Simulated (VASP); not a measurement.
# LiGe8Sb8Te20 (a cell with a defect) in VASP: single point with PBE

Aim: the single point of LiGe8Sb8Te20 (a cell with a defect) with PBE.

Everything below comes from runs of VASP 6.6.1. Logs are shortened: lines on timing, memory, paths and dates and some standing lists are left out, and cuts for length are marked.

## 1. The cell of the first run

The cell holds a defect, 37 atoms: a = 9.684 Å, b = 11.452 Å, c = 11.452 Å, α = 64.75°, β = 89.94°, γ = 89.94°.

## 2. Single point, PBE, collinear spin

INCAR reads:

```
PREC     = Accurate       # precision mode
ENCUT    = 650            # plane-wave cutoff, eV
EDIFF    = 1E-6           # SCF threshold, eV
ISMEAR   = 0              # smearing method
SIGMA    = 0.05           # smearing width, eV
LREAL    = Auto         
LASPH    = True           # aspherical terms in the spheres
NELM     = 200            # most SCF steps
ALGO     = Normal         # electronic algorithm
ISIF     = 2              # what is computed and relaxed
LWAVE    = False          # write WAVECAR
LCHARG   = False          # write CHGCAR
ISPIN    = 2              # spin polarisation
MAGMOM   = 0 0 0 0.2 0 0 0 0 0 0 0 0 0 0 0.09 0.08 0 0 0 0 0 0 0 0.2 0 0 0 0 0 0 0 0 0 0.2 0 0 0.2 # initial moments
LORBIT   = 11             # projections on sites
GGA      = PE             # functional
NELECT   = 274.0        
NBANDS   = 166            # bands
GGA_COMPAT= False
```

KPOINTS reads:

```
regular mesh
0
Gamma
  1 1 1
```

POSCAR reads:

```
LiGe8Sb8Te20
1.0
    6.8472950000      0.0000000000      6.8476090000
   -6.8309770000      6.1320120000      6.8476090000
   -6.8309770000     -6.1320120000      6.8476090000
Ge Sb Te Li
8 8 20 1
Direct
    0.4747643149      0.7533142284      0.7255976748
    0.5142337867      0.2793838008      0.2594717505
    0.9885944055      0.7820981395      0.2438077045
    0.9833880498      0.2396043063      0.7328289381
    0.2926717749      0.9747071168      0.9881720409
    0.3001390280      0.4336664748      0.4827391796
    0.7820034500      0.9315799806      0.4745313269
    0.7992300892      0.4713292217      0.9837931796
    0.1207741631      0.2140166323      0.1385173975
    0.1130274808      0.6663569701      0.6479751257
    0.6230867779      0.1603088648      0.6469383498
    0.6126361171      0.6898628942      0.1302291668
    0.3834819538      0.3185292762      0.8241983261
    0.3833454325      0.8357927972      0.3340401112
    0.9145652848      0.3546958185      0.3535006708
    0.8847175079      0.8031396197      0.8081804602
    0.4240037123      0.1157465499      0.1056939551
    0.4154818518      0.5965329718      0.5983109413
    0.9122409481      0.0931337098      0.5982223213
    0.9108467570      0.6187173305      0.1037515079
    0.2129333623      0.8034079416      0.7982539588
    0.2331128288      0.3329938744      0.3036003671
    0.7088686473      0.8412954220      0.2863469825
    0.7167432252      0.3015655583      0.8057448137
    0.0284143162      1.0274830697      1.0377975906
    0.0293506542      0.4842722881      0.5137043663
    0.5154882864      0.9934624830      0.5110904020
    0.5279169039      0.5071741112      1.0314660150
    0.2941295449      0.7142757608      0.1721359939
    0.2991735280      0.1780430279      0.6818235535
    0.7813057013      0.6716547167      0.6573767109
    0.8190502345      0.2236683469      0.1883064677
    0.0963538342      0.8954682038      0.3868708485
    0.0903817322      0.3809259819      0.8592224476
    0.6034232402      0.8710393073      0.8578546400
    0.6179826352      0.4002618332      0.3974359113
    0.7121251786      0.0842998758      1.0522528183
```

Potentials or basis: VASP PAW PBE potentials, release 64 (Ge_d, Sb, Te, Li_sv).

Launch:

```bash
cat potpaw_PBE.64/Ge_d/POTCAR potpaw_PBE.64/Sb/POTCAR potpaw_PBE.64/Te/POTCAR potpaw_PBE.64/Li_sv/POTCAR > POTCAR
mpirun -np 1 vasp_gam > vasp.out
```

OUTCAR:

```text
PREC = Accurate
   ENCUT = 650
   EDIFF = 1E-6
   ISMEAR = 0
   LREAL = Auto
   LASPH = True
   NELM = 200
   ISIF = 2
   ISPIN = 2
   LORBIT = 11
   GGA = PE
   NELECT = 274.0

 ion  position               nearest neighbor table
   1  0.475  0.753  0.726-  35 2.72  21 2.80  18 2.81  27 2.83
   2  0.514  0.279  0.259-  36 2.70  28 2.80  22 2.88  17 3.19  32 3.20
   3  0.989  0.782  0.244-  33 2.70  25 2.82  23 2.88  20 3.03  29 3.25
   4  0.983  0.240  0.733-  34 2.79  19 2.81  26 2.89  24 2.89  30 3.25
   5  0.293  0.975  0.988-  25 2.74  17 2.81  29 2.82  30 3.28
   6  0.300  0.434  0.483-  26 2.74  22 2.83  30 2.84  18 2.93  36 3.30
   7  0.782  0.932  0.475-  27 2.75  31 2.82  23 2.85  19 3.04  33 3.28
   8  0.799  0.471  0.984-  28 2.75  20 2.81  32 2.81
   9  0.121  0.214  0.139-  34 2.96  25 2.97  22 2.97  32 2.99  17 3.22  33 3.55
  10  0.113  0.666  0.648-  21 2.94  33 3.03  34 3.14  18 3.15  26 3.18  31 3.22  16 3.63
  11  0.623  0.160  0.647-  36 3.00  19 3.02  24 3.04  27 3.11  35 3.17  30 3.18
  12  0.613  0.690  0.130-  28 2.89  35 2.92  20 3.05  23 3.12  29 3.15  36 3.42
  13  0.383  0.319  0.824-  30 2.86  34 2.99  17 3.09  18 3.15  24 3.24
  14  0.383  0.836  0.334-  29 2.89  33 2.98  18 3.11  17 3.18  23 3.19  27 3.48
  15  0.915  0.355  0.354-  36 3.00  32 3.02  26 3.02  19 3.11  20 3.15  22 3.17
  16  0.885  0.803  0.808-  31 2.91  35 2.95  20 3.14  19 3.17  21 3.18  10 3.63
  17  0.424  0.116  0.106-   5 2.81  37 2.91  13 3.09  14 3.18   2 3.19   9 3.22
  18  0.415  0.597  0.598-   1 2.81   6 2.93  14 3.11  13 3.15  10 3.15
  19  0.912  0.093  0.598-   4 2.81  11 3.02   7 3.04  15 3.11  16 3.17
  20  0.911  0.619  0.104-   8 2.81   3 3.03  12 3.05  16 3.14  15 3.15
  21  0.213  0.803  0.798-   1 2.80  10 2.94  16 3.18
  22  0.233  0.333  0.304-   6 2.83   2 2.88   9 2.97  15 3.17
  23  0.709  0.841  0.286-   7 2.85   3 2.88  37 2.93  12 3.12  14 3.19
  24  0.717  0.302  0.806-  37 2.86   4 2.89  11 3.04  13 3.24
  25  0.028  0.027  0.038-   5 2.74   3 2.82   9 2.97  33 3.68
  26  0.029  0.484  0.514-   6 2.74   4 2.89  15 3.02  10 3.18  34 3.66
  27  0.515  0.993  0.511-   7 2.75   1 2.83  11 3.11  14 3.48
  28  0.528  0.507  0.031-   8 2.75   2 2.80  12 2.89
  29  0.294  0.714  0.172-   5 2.82  14 2.89  12 3.15   3 3.25
  30  0.299  0.178  0.682-   6 2.84  13 2.86  11 3.18   4 3.25   5 3.28
  31  0.781  0.672  0.657-   7 2.82  16 2.91  10 3.22
  32  0.819  0.224  0.188-   8 2.81  37 2.86   9 2.99  15 3.02   2 3.20
  33  0.096  0.895  0.387-   3 2.70  14 2.98  10 3.03   7 3.28   9 3.55  25 3.68
  34  0.090  0.381  0.859-   4 2.79   9 2.96  13 2.99  10 3.14  26 3.66
  35  0.603  0.871  0.858-   1 2.72  12 2.92  16 2.95  11 3.17
  36  0.618  0.400  0.397-   2 2.70  15 3.00  11 3.00   6 3.30  12 3.42
  37  0.712  0.084  0.052-  24 2.86  32 2.86  17 2.91  23 2.93

  LATTYP: Found a base centered monoclinic cell.
 ALAT       =    19.3444561352
 B/A-ratio  =     0.6339813285
 C/A-ratio  =     0.5005961099
 COS(beta)  =    -0.0012388425

  Lattice vectors:

 A1 = (   6.8309770000,  -6.1320120000,  -6.8476090000)
 A2 = (   6.8309770000,   6.1320120000,  -6.8476090000)
 A3 = (   6.8472950000,   0.0000000000,   6.8476090000)

Analysis of symmetry for initial positions (statically):
=====================================================================
 Subroutine PRICEL returns:
 Original cell was already a primitive cell.

 Routine SETGRP: Setting up the symmetry group for a
 base centered monoclinic supercell.

 Subroutine GETGRP returns: Found  1 space group operations
 (whereof  1 operations were pure point group operations)
 out of a pool of  4 trial point group operations.

The static configuration has the point symmetry C_1 .

Analysis of symmetry for dynamics (positions and initial velocities):
=====================================================================
 Subroutine PRICEL returns:
 Original cell was already a primitive cell.

 Routine SETGRP: Setting up the symmetry group for a
 base centered monoclinic supercell.

 Subroutine GETGRP returns: Found  1 space group operations
 (whereof  1 operations were pure point group operations)
 out of a pool of  4 trial point group operations.

The dynamic configuration has the point symmetry C_1 .

Analysis of structural, dynamic, and magnetic symmetry:
=====================================================================
 Subroutine PRICEL returns:
 Original cell was already a primitive cell.

 Routine SETGRP: Setting up the symmetry group for a
 base centered monoclinic supercell.
[... 143 lines left out ...]
   ISTART =      0    job   : 0-new  1-cont  2-samecut
   ICHARG =      2    charge: 1-file 2-atom 10-const
   ISPIN  =      2    spin polarized calculation?
   LNONCOLLINEAR =      F non collinear calculations
   LSORBIT =      F    spin-orbit coupling
   LASPH  =      T    aspherical Exc in radial PAW
   ENCUT  =  650.0 eV  47.77 Ry    6.91 a.u.  20.13 23.81 23.81*2*pi/ulx,y,z
   NELM   =    200;   NELMIN=  2; NELMDL= -5     # of ELM steps
   EDIFF  = 0.1E-05   stopping-criterion for ELM
   LREAL  =      T    real-space projection
   EDIFFG = 0.1E-04   stopping-criterion for IOM
   NSW    =      0    number of steps for IOM
   IBRION =     -1    ionic relax: 0-MD 1-quasi-New 2-CG
   NFREE  =      0    steps in history (QN), initial steepest desc. (CG)
   ISIF   =      2    stress and relaxation
   ISYM   =      2    0-nonsym 1-usesym 2-fastsym
   POTIM  = 0.5000    time-step for ionic-motion
   TEBEG  =    0.0;   TEEND  =   0.0 temperature during run
   PSTRESS=    0.0 pullay stress
   NELECT =     274.0000    total number of electrons
   NUPDOWN=      -1.0000    fix difference up-down
   EMIN   =  10.00;   EMAX   =-10.00  energy-range for DOS
   EFERMI =   0.00;   METHOD = LEGACY
   ISMEAR =     0;   SIGMA  =   0.05  broadening in eV -4-tet -1-fermi 0-gaus
   EFERMI_NEDOS =   21; number of points for ismear=-14 and -15
   IALGO  =     38    algorithm
   IMIX   =      4    mixing-type and parameters
     AMIX     =   0.40;   BMIX     =  1.00
     AMIX_MAG =   1.60;   BMIX_MAG =  1.00
  volume/ion in A,a.u.               =      31.05       209.51
  Fermi-wavevector in a.u.,A,eV,Ry     =   1.015291  1.918622 14.025106  1.030816
  Thomas-Fermi vector in A             =   2.148569
   LORBIT       =     11    0 simple, 1 ext, 2 COOP (PROOUT), +10 PAW based schemes
   GGA     = PE    functional components
   LHFCALC =     F    Hartree Fock is set to
   AEXX    =    0.0000 exact exchange contribution
   IVDW    =     0    specifies the selected vdW correction
   LEPSILON=     F    determine dielectric tensor
   LRPA    =     F    only Hartree local field effects (RPA)
 spin polarized calculation
 Gauss-broadening in eV      SIGMA  =   0.05
  energy-cutoff  :      650.00
  volume of cell :     1148.69
 maximum number of plane-waves:     21604
 NGX is ok and might be reduce to    84
   NGX = 41   NGY = 47   NGZ = 47

 number of electron     273.9999999 magnetization      -0.0000018

 number of electron     273.9999999 magnetization       0.0000022

 Free energy of the ion-electron system (eV)
  ---------------------------------------------------
  ext. energy  EPLUGINS =         0.00000000
  ---------------------------------------------------
  free energy    TOTEN  =      -142.88331350 eV

  energy without entropy =     -142.88331350  energy(sigma->0) =     -142.88331350

 E-fermi :   5.4402     XC(G=0):  -9.1235

 val. band max:        5.1955942489   @ k =   0.0000   0.0000   0.0000
 cond. band min:       5.6726979643   @ k =   0.0000   0.0000   0.0000
 fundamental gap:      0.4771037154
 Fermi energy:         5.4401797962

 spin component 1

 k-point     1 :       0.0000    0.0000    0.0000
  band No.  band energies     occupation
      1     -40.8346      1.00000
      2     -19.2227      1.00000
      3     -19.2224      1.00000
      4     -19.2108      1.00000
      5     -19.2105      1.00000
      6     -19.2089      1.00000
[... 141 lines left out ...]
    148       6.8948      0.00000
    149       7.0063      0.00000
 Fermi energy:         5.4401797962

 spin component 2

 k-point     1 :       0.0000    0.0000    0.0000
  band No.  band energies     occupation
      1     -40.8346      1.00000
      2     -19.2227      1.00000
      3     -19.2224      1.00000
      4     -19.2108      1.00000
      5     -19.2105      1.00000
      6     -19.2089      1.00000
[... 141 lines left out ...]
    148       6.8948      0.00000
    149       7.0063      0.00000
 [bands above 149 left out]

------------------------ aborting loop because EDIFF is reached ----------------------------------------

  FORCE on cell =-STRESS in cart. coord.  units (eV):
  Direction    XX          YY          ZZ          XY          YZ          ZX
  --------------------------------------------------------------------------------------
  -------------------------------------------------------------------------------------
  Total      -12.3594003     30.9683643    -11.2997278      0.3067195     -2.7837845     -7.9188115
  in kB      -17.2387115     43.1942232    -15.7606957      0.4278078     -3.8827820    -11.0450428
  external PRESSURE =       3.3982720 kB  Pullay stress =       0.0000000 kB

 VOLUME and BASIS-vectors are now :
 -----------------------------------------------------------------------------
  energy-cutoff  :      650.00
  volume of cell :     1148.69
      direct lattice vectors                 reciprocal lattice vectors
     6.847295000  0.000000000  6.847609000     0.073108650  0.000000000  0.072931078
    -6.830977000  6.132012000  6.847609000    -0.036554325  0.081539306  0.036552649
    -6.830977000 -6.132012000  6.847609000    -0.036554325 -0.081539306  0.036552649

 POSITION                                       TOTAL-FORCE (eV/Angst)
 -----------------------------------------------------------------------------------
     -6.85156      0.16996     13.37801        -0.022117      0.010337     -0.053560
     -0.15980      0.12210      7.21114         0.023079      0.086052     -0.076249
     -0.23874      3.30080     13.79451        -0.030239      0.027611      0.000888
      0.09088     -3.02446     13.39270        -0.093856     -0.047343      0.091993
    -11.40437     -0.08257     15.44513        -0.024840     -0.002677     -0.017860
     -4.20481     -0.30091      8.33042        -0.001408     -0.066145     -0.043335
[... 29 lines left out ...]
     -1.21755      0.01733      9.69403        -0.056338     -0.040456      0.017448
      3.94334      0.19651      5.81141        -0.002653     -0.017347     -0.027845
 -----------------------------------------------------------------------------------
    total drift:                                0.004264      0.002707     -0.009456

  FREE ENERGIE OF THE ION-ELECTRON SYSTEM (eV)
  ---------------------------------------------------
  free  energy   TOTEN  =      -142.8833134995 eV

  energy  without entropy=     -142.8833134995  energy(sigma->0) =     -142.88331350

 total charge

# of ion       s       p       d       tot
------------------------------------------
    1        1.299   0.835  10.025  12.159
    2        1.295   0.828  10.015  12.138
    3        1.300   0.821  10.016  12.136
    4        1.314   0.798  10.020  12.132
    5        1.302   0.831  10.005  12.138
    6        1.290   0.849  10.015  12.154
[... 29 lines left out ...]
   36        1.396   1.926   0.033   3.355
   37        2.011   0.043   0.000   2.054
--------------------------------------------------
tot         50.720  52.806  81.131 184.657

 magnetization (x)

# of ion       s       p       d       tot
------------------------------------------
    1        0.000   0.000   0.000   0.000
    2        0.000   0.000  -0.000   0.000
    3       -0.000   0.000  -0.000   0.000
    4       -0.000  -0.000   0.000  -0.000
    5       -0.000   0.000   0.000   0.000
    6        0.000   0.000  -0.000   0.000
[... 29 lines left out ...]
   36       -0.000  -0.000   0.000  -0.000
   37       -0.000  -0.000   0.000  -0.000
--------------------------------------------------
tot          0.000   0.000   0.000   0.000
```

Run time: 39 min. Hardware: 1 thread of Intel Xeon 8259CL, shared host; peak memory 2 GiB.

Results:

```yaml
Free_energy: -142.8833 eV
Largest_force: 0.378 eV/Å
Net_moment: 0.00 μB per cell
Valence_electrons_inside_the_program's_atomic_spheres: Ge 12.16, 12.14, 12.13, 12.15 (each value once); Sb 2.32, 2.31, 2.30, 2.33 (each value once); Te 3.35, 3.33, 3.34, 3.37, 3.32, 3.31, 3.29, 3.36 (each value once); Li 2.05
```

Forces in eV/Å, atoms in the order of the input:
```
Ge  -0.022  0.010 -0.054
Ge   0.023  0.086 -0.076
Ge  -0.030  0.028  0.001
Ge  -0.094 -0.047  0.092
Ge  -0.025 -0.003 -0.018
Ge  -0.001 -0.066 -0.043
Ge  -0.079  0.053 -0.119
Ge   0.041 -0.129 -0.208
Sb   0.012 -0.026 -0.024
Sb   0.093 -0.004  0.010
Sb  -0.210  0.038 -0.001
Sb  -0.089  0.113 -0.007
Sb   0.011 -0.011  0.014
Sb   0.012  0.014 -0.012
Sb   0.191  0.094 -0.312
Sb  -0.006  0.002  0.005
Te   0.002 -0.008  0.024
Te  -0.074  0.046  0.084
Te   0.154 -0.240  0.079
Te   0.028  0.073  0.257
Te  -0.104  0.027 -0.047
Te  -0.083  0.015 -0.023
Te  -0.044 -0.061  0.071
Te   0.008  0.024 -0.048
Te   0.034 -0.046  0.008
Te  -0.040 -0.021  0.081
Te   0.132 -0.114  0.019
Te   0.020 -0.057 -0.012
Te   0.058  0.032  0.029
Te   0.043  0.025  0.043
Te  -0.062  0.010  0.203
Te   0.002 -0.019  0.032
Te   0.042  0.013 -0.006
Te   0.123  0.084 -0.002
Te  -0.005  0.125 -0.027
Te  -0.056 -0.040  0.017
Li  -0.003 -0.017 -0.028
```

Caveat: the k points lie up to 0.65 Å⁻¹ apart; the cell carries a net charge on a neutralising background, which shifts energy and pressure; the cell is charged against a uniform background, so pressure and absolute levels hang on convention; spin-orbit coupling is left out, which moves the levels of the heavy elements.
